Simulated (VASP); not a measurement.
# Co in VASP: single point with PBE

Aim: the single point of Co with PBE.

All numbers are computed with VASP 6.6.1; they aren't measurements. Logs are shortened: lines on timing, memory, paths and dates and some standing lists are left out, and cuts for length are marked.

## Step 1: The cell of the first run

The cell holds a slab with vacuum, 5 atoms: a = 2.493 Å, b = 2.493 Å, c = 21.074 Å, α = 90.00°, β = 90.00°, γ = 120.00°.

## Step 2: Single point, PBE, collinear spin, ferromagnetic start

The input, INCAR:

```
ALGO = Normal
DIPOL = 0.5 0.5 0.500
EDIFF = 1E-7
ENCUT = 520
GGA = PE
IDIPOL = 3
ISIF = 2
ISMEAR = -1
ISPIN = 2
LASPH = True
LCHARG = False
LDIPOL = True
LMAXMIX = 4
LORBIT = 11
LREAL = False
LWAVE = False
MAGMOM = 1.7 1.7 1.7 1.7 1.7
NBANDS = 34
NELM = 150
PREC = Accurate
SIGMA = 0.1
```

The input, KPOINTS:

```
k-points
0
Gamma
  15 15 1
```

The input, POSCAR:

```
Co
1.0
    2.4930397963      0.0000000000      0.0000000000
   -1.2465198982      2.1590357963      0.0000000000
    0.0000000000      0.0000000000     21.0739000000
Co
5
Direct
    0.0000000000      0.0000000000      0.3103120515
    0.3333333333      0.6666666667      0.4035110962
    0.0000000000      0.0000000000      0.5000000972
    0.3333333333      0.6666666667      0.5964889859
    0.0000000000      0.0000000000      0.6896877688
```

Potentials or basis: VASP PAW PBE potentials, release 64 (Co).

Launch:

```console
> cat potpaw_PBE.64/Co/POTCAR > POTCAR
> mpirun -np 1 vasp_std > vasp.out
```

OUTCAR:

```text
EDIFF = 1E-7
   ENCUT = 520
   GGA = PE
   ISIF = 2
   ISMEAR = -1
   ISPIN = 2
   LASPH = True
   LORBIT = 11
   LREAL = False
   NELM = 150
   PREC = Accurate

 ion  position               nearest neighbor table
   1  0.000  0.000  0.310-   2 2.44   2 2.44   2 2.44
   2  0.333  0.667  0.404-   1 2.44   1 2.44   1 2.44   3 2.49   3 2.49   3 2.49
   3  0.000  0.000  0.500-   4 2.49   4 2.49   4 2.49   2 2.49   2 2.49   2 2.49
   4  0.333  0.667  0.596-   5 2.44   5 2.44   5 2.44   3 2.49   3 2.49   3 2.49
   5  0.000  0.000  0.690-   4 2.44   4 2.44   4 2.44

  LATTYP: Found a hexagonal cell.
 ALAT       =     2.4930397963
 C/A-ratio  =     8.4530941027

  Lattice vectors:

 A1 = (   2.4930397963,   0.0000000000,   0.0000000000)
 A2 = (  -1.2465198982,   2.1590357963,   0.0000000000)
 A3 = (   0.0000000000,   0.0000000000,  21.0739000000)

Analysis of symmetry for initial positions (statically):
=====================================================================
 Subroutine PRICEL returns:
 Original cell was already a primitive cell.

 Routine SETGRP: Setting up the symmetry group for a
 hexagonal supercell.

 Subroutine GETGRP returns: Found 12 space group operations
 (whereof 12 operations were pure point group operations)
 out of a pool of 24 trial point group operations.

The static configuration has the point symmetry D_3h.

Analysis of symmetry for dynamics (positions and initial velocities):
=====================================================================
 Subroutine PRICEL returns:
 Original cell was already a primitive cell.

 Routine SETGRP: Setting up the symmetry group for a
 hexagonal supercell.

 Subroutine GETGRP returns: Found 12 space group operations
 (whereof 12 operations were pure point group operations)
 out of a pool of 24 trial point group operations.

The dynamic configuration has the point symmetry D_3h.

Analysis of structural, dynamic, and magnetic symmetry:
=====================================================================
 Subroutine PRICEL returns:
 Original cell was already a primitive cell.

 Routine SETGRP: Setting up the symmetry group for a
 hexagonal supercell.

 Subroutine GETGRP returns: Found 12 space group operations
 (whereof 12 operations were pure point group operations)
 out of a pool of 24 trial point group operations.

The overall configuration has the point symmetry D_3h.

 Subroutine INISYM returns: Found 12 space group operations
 (whereof 12 operations are pure point group operations),
 and found     1 'primitive' translations

----------------------------------------------------------------------------------------

                                     Primitive cell

  volume of cell :     113.4316

  direct lattice vectors                    reciprocal lattice vectors
     2.493039796  0.000000000  0.000000000     0.401116742  0.231584859  0.000000000
    -1.246519898  2.159035796  0.000000000     0.000000000  0.463169718  0.000000000
     0.000000000  0.000000000 21.073900000     0.000000000  0.000000000  0.047452062

  length of vectors
     2.493039796  2.493039796 21.073900000     0.463169718  0.463169718  0.047452062

  position of ions in fractional coordinates (direct lattice)
     0.000000000  0.000000000  0.310312051
     0.333333333  0.666666667  0.403511096
     0.000000000  0.000000000  0.500000097
     0.333333333  0.666666667  0.596488986
     0.000000000  0.000000000  0.689687769

  ion indices of the primitive-cell ions
   primitive index   ion index
                 1           1
                 2           2
                 3           3
                 4           4
                 5           5

----------------------------------------------------------------------------------------

 KPOINTS: k-points

Automatic generation of k-mesh.
 Grid dimensions read from file:
 generate k-points for:   15   15    1

 Generating k-lattice:

  Cartesian coordinates                     Fractional coordinates (reciprocal lattice)
     0.026741116  0.015438991  0.000000000     0.066666667  0.000000000  0.000000000
     0.000000000  0.030877981  0.000000000     0.000000000  0.066666667  0.000000000
     0.000000000  0.000000000  0.047452062     0.000000000  0.000000000  1.000000000

  Length of vectors
     0.030877981  0.030877981  0.047452062

  Shift w.r.t. Gamma in fractional coordinates (k-lattice)
     0.000000000  0.000000000  0.000000000

 Subroutine IBZKPT returns following result:
 ===========================================

 Found     27 irreducible k-points:

 Following reciprocal coordinates:
            Coordinates               Weight
  0.000000  0.000000  0.000000      1.000000
  0.066667  0.000000  0.000000      6.000000
  0.133333  0.000000  0.000000      6.000000
  0.200000 -0.000000  0.000000      6.000000
  0.266667  0.000000  0.000000      6.000000
  0.333333  0.000000  0.000000      6.000000
[... 16 lines left out ...]
  0.333333  0.200000  0.000000     12.000000
  0.400000  0.200000  0.000000      6.000000
 [... further k-points ...]
   k-points           NKPTS =     27   k-points in BZ     NKDIM =     27   number of bands    NBANDS=     34
   number of dos      NEDOS =    301   number of ions     NIONS =      5
   total plane-waves  NPLWV =  64000
   dimension x,y,z NGX =    20 NGY =   20 NGZ =  160
   dimension x,y,z NGXF=    40 NGYF=   40 NGZF=  320
   ions per type =               5
   NGX,Y,Z   is equivalent  to a cutoff of  13.34, 13.34, 12.62 a.u.
   NGXF,Y,Z  is equivalent  to a cutoff of  26.67, 26.67, 25.24 a.u.
 SYSTEM =  unknown system
   PREC   = accura    normal or accurate (medium, high low for compatibility)
   ISTART =      0    job   : 0-new  1-cont  2-samecut
   ICHARG =      2    charge: 1-file 2-atom 10-const
   ISPIN  =      2    spin polarized calculation?
   LNONCOLLINEAR =      F non collinear calculations
   LSORBIT =      F    spin-orbit coupling
   LASPH  =      T    aspherical Exc in radial PAW
   ENCUT  =  520.0 eV  38.22 Ry    6.18 a.u.   4.64  4.64 39.18*2*pi/ulx,y,z
   NELM   =    150;   NELMIN=  2; NELMDL= -5     # of ELM steps
   EDIFF  = 0.1E-06   stopping-criterion for ELM
   LREAL  =      F    real-space projection
   EDIFFG = 0.1E-05   stopping-criterion for IOM
   NSW    =      0    number of steps for IOM
   IBRION =     -1    ionic relax: 0-MD 1-quasi-New 2-CG
   NFREE  =      0    steps in history (QN), initial steepest desc. (CG)
   ISIF   =      2    stress and relaxation
   ISYM   =      2    0-nonsym 1-usesym 2-fastsym
   POTIM  = 0.5000    time-step for ionic-motion
   TEBEG  =    0.0;   TEEND  =   0.0 temperature during run
   PSTRESS=    0.0 pullay stress
   NELECT =      45.0000    total number of electrons
   NUPDOWN=      -1.0000    fix difference up-down
   EMIN   =  10.00;   EMAX   =-10.00  energy-range for DOS
   EFERMI =   0.00;   METHOD = LEGACY
   ISMEAR =    -1;   SIGMA  =   0.10  broadening in eV -4-tet -1-fermi 0-gaus
   EFERMI_NEDOS =   21; number of points for ismear=-14 and -15
   IALGO  =     38    algorithm
   IMIX   =      4    mixing-type and parameters
     AMIX     =   0.40;   BMIX     =  1.00
     AMIX_MAG =   1.60;   BMIX_MAG =  1.00
  volume/ion in A,a.u.               =      22.69       153.09
  Fermi-wavevector in a.u.,A,eV,Ry     =   1.202913  2.273177 19.687638  1.447001
  Thomas-Fermi vector in A             =   2.338681
   LORBIT       =     11    0 simple, 1 ext, 2 COOP (PROOUT), +10 PAW based schemes
   GGA     = PE    functional components
   LHFCALC =     F    Hartree Fock is set to
   AEXX    =    0.0000 exact exchange contribution
   IVDW    =     0    specifies the selected vdW correction
   LEPSILON=     F    determine dielectric tensor
   LRPA    =     F    only Hartree local field effects (RPA)
 spin polarized calculation
  energy-cutoff  :      520.00
  volume of cell :      113.43
 maximum number of plane-waves:      3086
 NGX is ok and might be reduce to    20
   NGX =  9   NGY =  9   NGZ = 79

 dipolmoment           0.000000      0.000000      0.000000 electrons x Angstroem

 number of electron      45.0000002 magnetization       8.3442823

 dipolmoment           0.000000      0.000000     -0.000000 electrons x Angstroem

 Free energy of the ion-electron system (eV)
  ---------------------------------------------------
  ext. energy  EPLUGINS =         0.00000000
  ---------------------------------------------------
  free energy    TOTEN  =       -33.83234727 eV

  energy without entropy =      -33.67201896  energy(sigma->0) =      -33.75218311

 E-fermi :   2.4376     XC(G=0):  -7.3195

 val. band max:        2.4353131372   @ k =   0.0667   0.0000   0.0000
 cond. band min:       2.4409421351   @ k =   0.3333   0.0667   0.0000
 fundamental gap:      0.0056289979
 Fermi energy:         2.4376277244

 spin component 1

 k-point     1 :       0.0000    0.0000    0.0000
  band No.  band energies     occupation
      1      -6.1934      1.00000
      2      -5.3215      1.00000
      3      -3.9757      1.00000
      4      -2.9911      1.00000
      5      -2.7387      1.00000
      6      -0.4320      1.00000
[... 26 lines left out ...]
     33       7.4827      0.00000
     34       8.7005      0.00000

 k-point     2 :       0.0667    0.0000    0.0000
  band No.  band energies     occupation
      1      -6.0395      1.00000
      2      -5.1738      1.00000
      3      -3.8374      1.00000
      4      -2.8661      1.00000
      5      -2.6359      1.00000
      6      -0.5268      1.00000
[... 26 lines left out ...]
     33       7.6303      0.00000
     34       8.8148      0.00000
[... 775 lines left out ...]
     33      11.0211      0.00000
     34      11.4988      0.00000

 k-point    24 :       0.4000    0.2000    0.0000
  band No.  band energies     occupation
      1      -2.0986      1.00000
      2      -2.0611      1.00000
      3      -1.8363      1.00000
      4      -1.7677      1.00000
      5      -1.6315      1.00000
      6      -1.4127      1.00000
[... 26 lines left out ...]
     33      10.6475      0.00000
     34      11.2703      0.00000

 [... further k-points ...]

 spin component 2

 k-point     1 :       0.0000    0.0000    0.0000
  band No.  band energies     occupation
      1      -6.1884      1.00000
      2      -5.2967      1.00000
      3      -3.8596      1.00000
      4      -2.4972      1.00000
      5      -1.8797      1.00000
      6       1.0237      1.00000
[... 26 lines left out ...]
     33       7.5077      0.00000
     34       8.8913      0.00000

 k-point     2 :       0.0667    0.0000    0.0000
  band No.  band energies     occupation
      1      -6.0338      1.00000
      2      -5.1476      1.00000
      3      -3.7185      1.00000
      4      -2.3628      1.00000
      5      -1.7615      1.00000
      6       0.8909      1.00000
[... 26 lines left out ...]
     33       7.6585      0.00000
     34       9.0120      0.00000
[... 775 lines left out ...]
     33      11.6946      0.00000
     34      11.9936      0.00000

 k-point    24 :       0.4000    0.2000    0.0000
  band No.  band energies     occupation
      1      -0.9928      1.00000
      2      -0.9225      1.00000
      3      -0.6433      1.00000
      4      -0.6282      1.00000
      5      -0.5048      1.00000
      6      -0.1243      1.00000
[... 26 lines left out ...]
     33      11.3355      0.00000
     34      11.8126      0.00000

 [... further k-points ...]

------------------------ aborting loop because EDIFF is reached ----------------------------------------

 vacuum level on the upper side and lower side of the slab       (xc-potential included)        -0.133        -0.133

  FORCE on cell =-STRESS in cart. coord.  units (eV):
  Direction    XX          YY          ZZ          XY          YZ          ZX
  --------------------------------------------------------------------------------------
  -------------------------------------------------------------------------------------
  Total       -1.4980462     -1.4980462     -0.2398053      0.0000000      0.0000000      0.0000000
  in kB      -21.1593257    -21.1593257     -3.3871575      0.0000000      0.0000000      0.0000000
  external PRESSURE =     -15.2352696 kB  Pullay stress =       0.0000000 kB

 VOLUME and BASIS-vectors are now :
 -----------------------------------------------------------------------------
  energy-cutoff  :      520.00
  volume of cell :      113.43
      direct lattice vectors                 reciprocal lattice vectors
     2.493039796  0.000000000  0.000000000     0.401116742  0.231584859  0.000000000
    -1.246519898  2.159035796  0.000000000     0.000000000  0.463169718  0.000000000
     0.000000000  0.000000000 21.073900000     0.000000000  0.000000000  0.047452062

 POSITION                                       TOTAL-FORCE (eV/Angst)
 -----------------------------------------------------------------------------------
      0.00000      0.00000      6.53949        -0.000000      0.000000      0.033077
     -0.00000      1.43936      8.50355         0.000000     -0.000000     -0.005983
      0.00000      0.00000     10.53695        -0.000000      0.000000      0.000000
     -0.00000      1.43936     12.57035         0.000000     -0.000000      0.005983
      0.00000      0.00000     14.53441        -0.000000      0.000000     -0.033077
 -----------------------------------------------------------------------------------
    total drift:                               -0.000000      0.000000     -0.000008

  FREE ENERGIE OF THE ION-ELECTRON SYSTEM (eV)
  ---------------------------------------------------
  free  energy   TOTEN  =       -33.8323472695 eV

  energy  without entropy=      -33.6720189603  energy(sigma->0) =      -33.75218311

 vacuum level on the upper side and lower side of the slab         7.272         7.272

 total charge

# of ion       s       p       d       tot
------------------------------------------
    1        0.485   0.409   7.241   8.135
    2        0.489   0.527   7.269   8.285
    3        0.486   0.512   7.261   8.259
    4        0.489   0.527   7.269   8.285
    5        0.485   0.409   7.241   8.135
--------------------------------------------------
tot          2.434   2.384  36.280  41.099

 magnetization (x)

# of ion       s       p       d       tot
------------------------------------------
    1       -0.010  -0.039   1.786   1.738
    2       -0.015  -0.054   1.733   1.664
    3       -0.014  -0.052   1.692   1.626
    4       -0.015  -0.054   1.733   1.664
    5       -0.010  -0.039   1.786   1.738
--------------------------------------------------
tot         -0.063  -0.236   8.728   8.429
```

Wall time 17 min (1 thread of Oxide Virtual Turin-like, shared host); peak memory 0.34 GiB.

What came out:

- Free energy: -33.8323 eV
- Largest force: 0.033 eV/Å
- Net moment: 8.34 μB per cell
- Site moments: Co +1.74, +1.66, +1.63 (each value once) μB
- Valence electrons inside the program's atomic spheres: Co 8.13, 8.29, 8.26 (each value once)

Forces in eV/Å, atoms in the order of the input:
```
Co   0.000  0.000  0.033
Co   0.000  0.000 -0.006
Co   0.000  0.000  0.000
Co   0.000  0.000  0.006
Co   0.000  0.000 -0.033
```
